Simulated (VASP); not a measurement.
Here is a VASP 6.6.1 calculation.

INCAR

```
SYSTEM = KBr
ALGO = Normal
EDIFF = 1E-8
ENCUT = 520
ISIF = 2
ISMEAR = -1
LASPH = .True.
LCHARG = .False.
LEFG = .True.
LREAL = .False.
LWAVE = .False.
NBANDS = 15
NELM = 60
PREC = Accurate
SIGMA = 0.01
```

Contents of KPOINTS:

```
k-points
0
Gamma
  6 6 6
  0 0 0
```

File POSCAR:

```
KBr
1.0
    3.9616576236      0.0000000000      0.0000000000
    0.0000000000      3.9616576236      0.0000000000
    0.0000000000      0.0000000000      3.9616576236
K Br
1 1
Direct
    0.0000000000      0.0000000000      0.0000000000
    0.5000000000      0.5000000000      0.5000000000
```

Potentials or basis: VASP PAW LDA potentials, release 64 (K_sv, Br).

Launch:

```sh
$ cat potpaw_LDA.64/K_sv/POTCAR potpaw_LDA.64/Br/POTCAR > POTCAR
$ mpirun -np 1 vasp_std > vasp.out
```

Q: Predict the band gap on the k mesh.

A: 3.67 eV, indirect (least direct gap 3.96 eV).

Q: Estimate the pressure.

A: -1.9 GPa.

Caveat: without QUAD_EFG the Cq values of the log hold for a quadrupole moment of 1 mb, not for the nuclei. A k mesh can miss the band edges.
